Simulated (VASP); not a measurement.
# TiSi (Cmmm) in VASP: single point with r2SCAN

Aim: the single point of TiSi with r2SCAN.

All numbers are computed with VASP 6.6.1; they aren't measurements. Logs are shortened: lines on timing, memory, paths and dates and some standing lists are left out, and cuts for length are marked.

## 1. The cell of the first run

Symmetry: Cmmm, No. 65, orthorhombic system. Conventional cell: a = 3.632 Å, b = 4.235 Å, c = 3.804 Å, α = 90.00°, β = 90.00°, γ = 90.00°. Within 3.5 Å of Ti (site symmetry mmm) lie 8 Si at 2.63 to 2.85 Å and 4 Ti at 2.79 Å. Si (site symmetry mmm) has 8 Ti at 2.63 to 2.85 Å and 4 Si at 2.79 Å within 3.5 Å.

## 2. Single point, r2SCAN

Input file POSCAR:

```
TiSi
1.0
    1.8161780000     -2.1176240000      0.0000000000
    1.8161780000      2.1176240000      0.0000000000
    0.0000000000      0.0000000000      3.8039340000
Ti Si
1 1
Direct
    0.5000000000      0.5000000000      0.0000000000
    0.0000000000      0.0000000000      0.5000000000
```

Input file INCAR.step1:

```
  PREC = Accurate
  ENCUT = 520
  ISMEAR = -1
  SIGMA = 0.05
  LREAL = False
  LASPH = True
  NELM = 100
  NBANDS = 15
  GGA = PE
  ALGO = Normal
  EDIFF = 1E-4
  LWAVE = True
  LCHARG = False
```

Input file INCAR.step2:

```
  PREC = Accurate
  ENCUT = 520
  EDIFF = 1E-6
  ISMEAR = -1
  SIGMA = 0.05
  LREAL = False
  LASPH = True
  NELM = 100
  ALGO = Normal
  ISIF = 2
  LWAVE = False
  LCHARG = False
  METAGGA = R2SCAN
  LMIXTAU = True
  NBANDS = 15
  ISTART = 1
```

Input file KPOINTS:

```
Automatic mesh
0
Gamma
  14 14 10
```

Potentials or basis: VASP PAW PBE potentials, release 64 (Ti_sv, Si).

Started as:

```bash
$ cat potpaw_PBE.64/Ti_sv/POTCAR potpaw_PBE.64/Si/POTCAR > POTCAR
$ cp INCAR.step1 INCAR
$ mpirun -np 1 vasp_std > vasp.out
$ cp INCAR.step2 INCAR
$ mpirun -np 1 vasp_std > vasp.out
```

OUTCAR:

```text
PREC = Accurate
   ENCUT = 520
   EDIFF = 1E-6
   ISMEAR = -1
   LREAL = False
   LASPH = True
   NELM = 100
   ISIF = 2
   METAGGA = R2SCAN
   ISTART = 1

 ion  position               nearest neighbor table
   1  0.500  0.500  0.000-   2 2.63   2 2.63   2 2.63   2 2.63   2 2.85   2 2.85   2 2.85   2 2.85

   2  0.000  0.000  0.500-   1 2.63   1 2.63   1 2.63   1 2.63   1 2.85   1 2.85   1 2.85   1 2.85

  LATTYP: Found a base centered orthorhombic cell.
 ALAT       =     3.6323560000
 B/A-ratio  =     1.1659782246
 C/A-ratio  =     1.0472360088

  Lattice vectors:

 A1 = (   1.8161780000,  -2.1176240000,   0.0000000000)
 A2 = (   1.8161780000,   2.1176240000,   0.0000000000)
 A3 = (   0.0000000000,   0.0000000000,   3.8039340000)

Analysis of symmetry for initial positions (statically):
=====================================================================
 Subroutine PRICEL returns:
 Original cell was already a primitive cell.

 Routine SETGRP: Setting up the symmetry group for a
 base centered orthorhombic supercell.

 Subroutine GETGRP returns: Found  8 space group operations
 (whereof  8 operations were pure point group operations)
 out of a pool of  8 trial point group operations.

The static configuration has the point symmetry D_2h.

Analysis of symmetry for dynamics (positions and initial velocities):
=====================================================================
 Subroutine PRICEL returns:
 Original cell was already a primitive cell.

 Routine SETGRP: Setting up the symmetry group for a
 base centered orthorhombic supercell.

 Subroutine GETGRP returns: Found  8 space group operations
 (whereof  8 operations were pure point group operations)
 out of a pool of  8 trial point group operations.

The dynamic configuration has the point symmetry D_2h.

 Subroutine INISYM returns: Found  8 space group operations
 (whereof  8 operations are pure point group operations),
 and found     1 'primitive' translations

----------------------------------------------------------------------------------------

                                     Primitive cell

  volume of cell :      29.2597

  direct lattice vectors                    reciprocal lattice vectors
     1.816178000 -2.117624000  0.000000000     0.275303412 -0.236113682  0.000000000
     1.816178000  2.117624000  0.000000000     0.275303412  0.236113682  0.000000000
     0.000000000  0.000000000  3.803934000     0.000000000  0.000000000  0.262885739

  length of vectors
     2.789773097  2.789773097  3.803934000     0.362686696  0.362686696  0.262885739

  position of ions in fractional coordinates (direct lattice)
     0.500000000  0.500000000  0.000000000
     0.000000000  0.000000000  0.500000000

  ion indices of the primitive-cell ions
   primitive index   ion index
                 1           1
                 2           2

----------------------------------------------------------------------------------------

 KPOINTS: Automatic mesh

Automatic generation of k-mesh.
 Grid dimensions read from file:
 generate k-points for:   14   14   10

 Generating k-lattice:

  Cartesian coordinates                     Fractional coordinates (reciprocal lattice)
     0.019664529 -0.016865263  0.000000000     0.071428571  0.000000000  0.000000000
     0.019664529  0.016865263  0.000000000     0.000000000  0.071428571  0.000000000
     0.000000000  0.000000000  0.026288574     0.000000000  0.000000000  0.100000000

  Length of vectors
     0.025906193  0.025906193  0.026288574

  Shift w.r.t. Gamma in fractional coordinates (k-lattice)
     0.000000000  0.000000000  0.000000000

 Subroutine IBZKPT returns following result:
 ===========================================

 Found    342 irreducible k-points:

 Following reciprocal coordinates:
            Coordinates               Weight
  0.000000  0.000000  0.000000      1.000000
  0.071429 -0.000000  0.000000      4.000000
  0.142857  0.000000  0.000000      4.000000
  0.214286  0.000000  0.000000      4.000000
  0.285714  0.000000  0.000000      4.000000
  0.357143  0.000000  0.000000      4.000000
[... 16 lines left out ...]
  0.214286  0.142857  0.000000      4.000000
  0.285714  0.142857  0.000000      4.000000
 [... further k-points ...]
   k-points           NKPTS =    342   k-points in BZ     NKDIM =    342   number of bands    NBANDS=     15
   number of dos      NEDOS =    301   number of ions     NIONS =      2
   total plane-waves  NPLWV =  16128
   dimension x,y,z NGX =    24 NGY =   24 NGZ =   28
   dimension x,y,z NGXF=    48 NGYF=   48 NGZF=   56
   ions per type =               1   1
   NGX,Y,Z   is equivalent  to a cutoff of  14.30, 14.30, 12.24 a.u.
   NGXF,Y,Z  is equivalent  to a cutoff of  28.60, 28.60, 24.47 a.u.
 SYSTEM =  unknown system
   PREC   = accura    normal or accurate (medium, high low for compatibility)
   ISTART =      1    job   : 0-new  1-cont  2-samecut
   ICHARG =      0    charge: 1-file 2-atom 10-const
   ISPIN  =      1    spin polarized calculation?
   LNONCOLLINEAR =      F non collinear calculations
   LSORBIT =      F    spin-orbit coupling
   LASPH  =      T    aspherical Exc in radial PAW
   ENCUT  =  520.0 eV  38.22 Ry    6.18 a.u.   5.19  5.19  7.07*2*pi/ulx,y,z
   NELM   =    100;   NELMIN=  2; NELMDL=  0     # of ELM steps
   EDIFF  = 0.1E-05   stopping-criterion for ELM
   LREAL  =      F    real-space projection
   EDIFFG = 0.1E-04   stopping-criterion for IOM
   NSW    =      0    number of steps for IOM
   IBRION =     -1    ionic relax: 0-MD 1-quasi-New 2-CG
   NFREE  =      0    steps in history (QN), initial steepest desc. (CG)
   ISIF   =      2    stress and relaxation
   ISYM   =      2    0-nonsym 1-usesym 2-fastsym
   POTIM  = 0.5000    time-step for ionic-motion
   TEBEG  =    0.0;   TEEND  =   0.0 temperature during run
   PSTRESS=    0.0 pullay stress
   NELECT =      16.0000    total number of electrons
   NUPDOWN=      -1.0000    fix difference up-down
   EMIN   =  10.00;   EMAX   =-10.00  energy-range for DOS
   EFERMI =   0.00;   METHOD = LEGACY
   ISMEAR =    -1;   SIGMA  =   0.05  broadening in eV -4-tet -1-fermi 0-gaus
   EFERMI_NEDOS =   21; number of points for ismear=-14 and -15
   IALGO  =     38    algorithm
   IMIX   =      4    mixing-type and parameters
     AMIX     =   0.40;   BMIX     =  1.00
     AMIX_MAG =   1.60;   BMIX_MAG =  1.00
  volume/ion in A,a.u.               =      14.63        98.73
  Fermi-wavevector in a.u.,A,eV,Ry     =   1.338725  2.529824 24.384157  1.792185
  Thomas-Fermi vector in A             =   2.467173
   LORBIT       =      0    0 simple, 1 ext, 2 COOP (PROOUT), +10 PAW based schemes
   METAGGA = R2SCAN    functional components
   LHFCALC =     F    Hartree Fock is set to
   AEXX    =    0.0000 exact exchange contribution
   IVDW    =     0    specifies the selected vdW correction
   LEPSILON=     F    determine dielectric tensor
   LRPA    =     F    only Hartree local field effects (RPA)
 non-spin polarized calculation
  energy-cutoff  :      520.00
  volume of cell :       29.26
 maximum number of plane-waves:       814
 NGX is ok and might be reduce to    24
   NGX = 11   NGY = 11   NGZ = 15

 number of electron      16.0000004 magnetization

 Free energy of the ion-electron system (eV)
  ---------------------------------------------------
  ext. energy  EPLUGINS =         0.00000000
  ---------------------------------------------------
  free energy    TOTEN  =       -22.78277839 eV

  energy without entropy =      -22.77463701  energy(sigma->0) =      -22.77870770

 E-fermi :  10.1841     XC(G=0): -12.5903

 val. band max:       10.1810175810   @ k =   0.3571   0.2143   0.3000
 cond. band min:      10.1943448560   @ k =   0.5000   0.3571   0.2000
 fundamental gap:      0.0133272749
 Fermi energy:        10.1840778816

 k-point     1 :       0.0000    0.0000    0.0000
  band No.  band energies     occupation
      1     -48.8801      2.00000
      2     -24.2654      2.00000
      3     -23.8124      2.00000
      4     -23.7124      2.00000
      5      -2.2638      2.00000
      6       7.6425      2.00000
      7       8.2672      2.00000
      8       8.8965      2.00000
      9      11.9812      0.00000
     10      12.7774      0.00000
     11      13.4247      0.00000
     12      15.6381      0.00000
     13      16.5287      0.00000
     14      16.9293      0.00000
     15      18.9837      0.00000

 k-point     2 :       0.0714   -0.0000    0.0000
  band No.  band energies     occupation
      1     -48.8765      2.00000
      2     -24.2617      2.00000
      3     -23.8276      2.00000
      4     -23.7250      2.00000
      5      -2.1554      2.00000
      6       7.7265      2.00000
      7       8.2026      2.00000
      8       8.8955      2.00000
      9      12.0760      0.00000
     10      12.7909      0.00000
     11      13.2896      0.00000
     12      15.0072      0.00000
     13      16.3614      0.00000
     14      16.9433      0.00000
     15      19.7019      0.00000

 k-point     3 :       0.1429    0.0000    0.0000
  band No.  band energies     occupation
      1     -48.8663      2.00000
      2     -24.2513      2.00000
      3     -23.8904      2.00000
      4     -23.7400      2.00000
      5      -1.8330      2.00000
      6       7.9394      2.00000
      7       8.0298      2.00000
      8       8.8121      2.00000
      9      12.3165      0.00000
     10      12.8640      0.00000
     11      12.9776      0.00000
     12      13.6803      0.00000
     13      16.5998      0.00000
     14      16.9323      0.00000
     15      20.5768      0.00000
[... 343 lines left out ...]
 k-point    23 :       0.2143    0.1429    0.0000
  band No.  band energies     occupation
      1     -48.8370      2.00000
      2     -24.2212      2.00000
      3     -24.0044      2.00000
      4     -23.8500      2.00000
      5      -0.7017      2.00000
      6       7.6822      2.00000
      7       7.9342      2.00000
      8       8.4899      2.00000
      9      11.7979      0.00000
     10      12.5773      0.00000
     11      12.9836      0.00000
     12      14.0990      0.00000
     13      14.3616      0.00000
     14      16.9119      0.00000
     15      22.2080      0.00000

 k-point    24 :       0.2857    0.1429    0.0000
  band No.  band energies     occupation
      1     -48.8208      2.00000
      2     -24.2049      2.00000
      3     -24.1227      2.00000
      4     -23.8481      2.00000
      5       0.0590      2.00000
      6       6.8999      2.00000
      7       7.5811      2.00000
      8       8.6864      2.00000
      9      11.6394      0.00000
     10      12.4376      0.00000
     11      12.8771      0.00000
     12      14.4368      0.00000
     13      15.1083      0.00000
     14      16.8547      0.00000
     15      20.5171      0.00000

 [... further k-points ...]
[... 5 lines left out ...]
  --------------------------------------------------------------------------------------
  -------------------------------------------------------------------------------------
  Total       -0.2014796     -0.3248629     -0.2595409      0.0000000      0.0000000      0.0000000
  in kB      -11.0324341    -17.7885472    -14.2117044      0.0000000      0.0000000      0.0000000
  external PRESSURE =     -14.3442286 kB  Pullay stress =       0.0000000 kB

 VOLUME and BASIS-vectors are now :
 -----------------------------------------------------------------------------
  energy-cutoff  :      520.00
  volume of cell :       29.26
      direct lattice vectors                 reciprocal lattice vectors
     1.816178000 -2.117624000  0.000000000     0.275303412 -0.236113682  0.000000000
     1.816178000  2.117624000  0.000000000     0.275303412  0.236113682  0.000000000
     0.000000000  0.000000000  3.803934000     0.000000000  0.000000000  0.262885739

 POSITION                                       TOTAL-FORCE (eV/Angst)
 -----------------------------------------------------------------------------------
      1.81618      0.00000      0.00000        -0.000000     -0.000000      0.000000
      0.00000      0.00000      1.90197         0.000000      0.000000      0.000000
 -----------------------------------------------------------------------------------
    total drift:                               -0.000000     -0.000000     -0.000000

  FREE ENERGIE OF THE ION-ELECTRON SYSTEM (eV)
  ---------------------------------------------------
  free  energy   TOTEN  =       -22.7827783877 eV

  energy  without entropy=      -22.7746370145  energy(sigma->0) =      -22.77870770
```

It took 5 min on 1 thread of Intel Xeon Platinum 8488C (Sapphire Rapids), shared host; peak memory 0.27 GiB.

Results:

- Free energy: -22.7828 eV
- Pressure: -1.4 GPa
- Band gap on the k mesh: zero (band 8 reaches 10.97 eV, above the bottom of band 9 at 9.38 eV)

Caveat: the PAW data sets were made with another functional, which shifts forces and pressure a little.
